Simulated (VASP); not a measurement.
CdSe, 2 atoms in the cell. It takes space group I-4m2 (No. 119, tetragonal). Conventional cell: a = 4.342 Å, b = 4.342 Å, c = 6.263 Å, α = 90.00°, β = 90.00°, γ = 90.00°. Cd (site symmetry -4m2) has 4 Se at 2.68 Å within 3.5 Å. Se (site symmetry -4m2) has 4 Cd at 2.68 Å within 3.5 Å.  This cell differs from its parent crystal: zz strain of +2 %.

```yaml
Program: VASP 6.6.1
Task: electric field gradients
Functional: LDA
Potentials_or_basis: VASP PAW LDA potentials, release 64 (Cd, Se)
Cutoff: 520 eV
k_mesh: 8 × 8 × 8
Occupations: fermi-dirac, width 0.03 eV
Spin: no spin polarisation
Dipole_correction: no
Further_INCAR_settings: ALGO = Normal; EDIFF = 1e-08; NBANDS = 16
```

Potentials or basis: VASP PAW LDA potentials, release 64 (Cd, Se).

Launch:

```sh
$ cat potpaw_LDA.64/Cd/POTCAR potpaw_LDA.64/Se/POTCAR > POTCAR
$ mpirun -np 1 vasp_std > vasp.out
```

Hardware: 1 thread of Intel Xeon 6975P-C, on a shared host.

Problem. How long does it take, and how much memory?

Solution. It took 50 s on 1 thread of Intel Xeon 6975P-C, with other jobs on the host, peak memory 0.2 GiB. Counts: scf iterations 15, k points 59.
